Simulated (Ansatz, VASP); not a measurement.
**Two plane-wave programs on Na**

File INCAR:

```
PREC = Accurate ; ENCUT = 520
EDIFF = 1E-6 ; ISMEAR = -1
SIGMA = 0.1 ; LREAL = False
LASPH = True ; NELM = 60
ALGO = Normal ; ISIF = 2
LWAVE = False ; LCHARG = False
GGA = RE ; NBANDS = 18
```

Contents of KPOINTS:

```
regular mesh
0
Gamma
  7 7 10
```

File POSCAR:

```
Na
1.0
    6.0571409877      0.0000000000      0.0000000000
   -3.0285704938      5.2456379696      0.0000000000
    0.0000000000      0.0000000000      3.5922149562
Na
3
Direct
    1.0000000000      1.0000000000      0.0000000000
    0.3333333333      0.6666666667      0.5000000000
    0.6666666667      0.3333333333      0.5000000000
```

Input for Ansatz:

```yaml
crystal:
  lattice:
    - [6.0571409877, 0.0, 0.0]
    - [-3.0285704938, 5.2456379696, 0.0]
    - [0.0, 0.0, 3.5922149562]
  atoms:
    - { symbol: Na, position: [1.0, 1.0, 0.0] }
    - { symbol: Na, position: [0.3333333333, 0.6666666667, 0.5] }
    - { symbol: Na, position: [0.6666666667, 0.3333333333, 0.5] }
hamiltonian:
  xc: revpbe
  pseudopotentials:
    kind: paw
    azcp:
      Na: "pseudopotentials/Na.paw.azcp"
basis:
  ecutwfc: 420
  fft_grid_basis: typed
kpoints:
  mp_grid: { grid: [7, 7, 10], shift: [0, 0, 0] }
magnetization:
  spin_polarized: false
scf:
  occupations: { method: fermi_dirac, width: 0.1 }
  lower_state_search: "off"
output:
  stress: true
```

Alike in both runs: task single point; functional revPBE; k mesh 7 × 7 × 10; occupations fermi-dirac, width 0.1 eV; no spin polarisation.

|  | VASP | Ansatz |
| --- | --- | --- |
| version | VASP 6.6.1 | Ansatz 0.2.0 |
| potentials or method | VASP PAW PBE potentials, release 64 (Na_pv), cutoff 520 eV | plane waves (420 eV) with PAW, scalar-relativistic |
| valence electrons in the cell | 21 | 27 |

|  | VASP | Ansatz | Ansatz less VASP |
| --- | --- | --- | --- |
| pressure (GPa) | 0.3 | 0.3 | +0.01 |
| traceless stress, the component that is largest in VASP (GPa) | 0.09 | 0.09 | -0.004 |

VASP's potentials were made for PBE, not for revPBE. VASP's potentials hold 21 valence electrons a cell and Ansatz's 27, so a difference there can come from the potentials and not from the codes.
